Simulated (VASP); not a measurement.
Wanted: the native input for a VASP 6.6.1 run.

| Quantity | Value |
| --- | --- |
| Task | relaxation of cell and atoms |
| Functional | LDA |
| Potentials or basis | VASP PAW LDA potentials, release 64 (Cd, S) |
| Cutoff | 600 eV |
| k mesh | 7 × 7 × 4 |
| Occupations | fermi-dirac, width 0.02 eV |
| Spin | no spin polarisation |
| Dipole correction | no |
| Further INCAR settings | ALGO = Normal; EDIFF = 1e-06; IBRION = 2; EDIFFG = -0.005; NSW = 100; ISIF = 3 |

The structure of CdS lies in POSCAR:

```
CdS
1.0
    4.2046115258      0.0000000000      0.0000000000
   -2.1023057629      3.6413003944      0.0000000000
    0.0000000000      0.0000000000      6.8256549035
Cd S
2 2
Direct
    0.3333333333      0.6666666667      0.0000000000
    0.6666666667      0.3333333333      0.5000000000
    0.3333333333      0.6666666667      0.3750000000
    0.6666666667      0.3333333333      0.8750000000
```

These files were run (other wordings do the same):

INCAR

```
SYSTEM = CdS
PREC     = Accurate       ! precision mode
ENCUT    = 600            ! plane-wave cutoff, eV
EDIFF    = 1E-6           ! SCF threshold, eV
ISMEAR   = -1             ! smearing method
SIGMA    = 0.02           ! smearing width, eV
LREAL    = .FALSE.        ! projectors in reciprocal space
LASPH    = .TRUE.         ! aspherical terms in the spheres
NELM     = 100            ! most SCF steps
ALGO     = Normal         ! electronic algorithm
ISIF     = 3              ! what is computed and relaxed
LWAVE    = .FALSE.        ! write WAVECAR
LCHARG   = .FALSE.        ! write CHGCAR
IBRION   = 2              ! ionic algorithm
NSW      = 100            ! ionic steps
EDIFFG   = -0.005         ! ionic threshold
```

KPOINTS

```
regular mesh
0
G
  7 7 4
  0 0 0
```

Potentials or basis: VASP PAW LDA potentials, release 64 (Cd, S).

Launch:

```sh
$ cat potpaw_LDA.64/Cd/POTCAR potpaw_LDA.64/S/POTCAR > POTCAR
$ mpirun -np 1 vasp_std > vasp.out
```

It gave:

```json
{
  "Relaxed volume": "24.04 Å³/atom",
  "Relaxed cell": "a = 4.084 Å, b = 4.084 Å, c = 6.657 Å, α = 90.00°, β = 90.00°, γ = 120.00°",
  "Space group after relaxing (to 0.1 Å)": "P6_3mc (No. 186)",
  "Energy gained by relaxing": "33.2 meV/atom",
  "Ionic steps": "6",
  "Pressure after relaxing": "0.0 GPa",
  "Largest force after relaxing": "0.004 eV/Å",
  "Band gap on the k mesh": "1.04 eV"
}
```

Wall time 100 s on 1 thread of Intel(R) Xeon(R) 6975P-C (Granite Rapids) (shared host), peak memory 0.25 GiB.
